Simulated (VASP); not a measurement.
BePd:

```xyz
2
Lattice="2.7846 0.0000 0.0000 0.0000 2.7846 0.0000 0.0000 0.0000 2.7846" Properties=species:S:1:pos:R:3 pbc="T T T"
Be    0.0000    0.0000    0.0000
Pd    1.3923    1.3923    1.3923
```

| Quantity | Value |
| --- | --- |
| Program | VASP 6.6.1 |
| Task | relaxation of cell and atoms |
| Functional | r2SCAN |
| Potentials or basis | VASP PAW PBE potentials, release 64 (Be, Pd) |
| Cutoff | 600 eV |
| k mesh | 12 × 12 × 12 |
| Occupations | fermi-dirac, width 0.05 eV |
| Spin | no spin polarisation |

At the start: pressure 6.6 GPa; volume 10.80 Å³/atom.

Where does the relaxation end?

Over 3 steps the energy falls by 7.2 meV/atom and the volume is 11.16 Å³/atom (+3.4 %); space group Pm-3m (No. 221, to 0.05 Å).

Step by step:
| step | energy change (eV) | largest force (eV/Å) | pressure (GPa) | volume (Å³) |
| --- | --- | --- | --- | --- |
| 1 | 0.0000 | 0.0000 | 6.64 | 21.59 |
| 2 | -0.0023 | 0.0000 | -5.38 | 23.02 |
| 3 | -0.0145 | 0.0000 | 0.01 | 22.32 |

Final structure:
```
Be Pd
1.0
     2.81548    0.00000    0.00000
     0.00000    2.81548    0.00000
     0.00000    0.00000    2.81548
Be Pd
1 1
Direct
  0.00000 0.00000 0.00000
  0.50000 0.50000 0.50000
```

Caveat: the PAW data sets were made with another functional, which shifts forces and pressure a little.
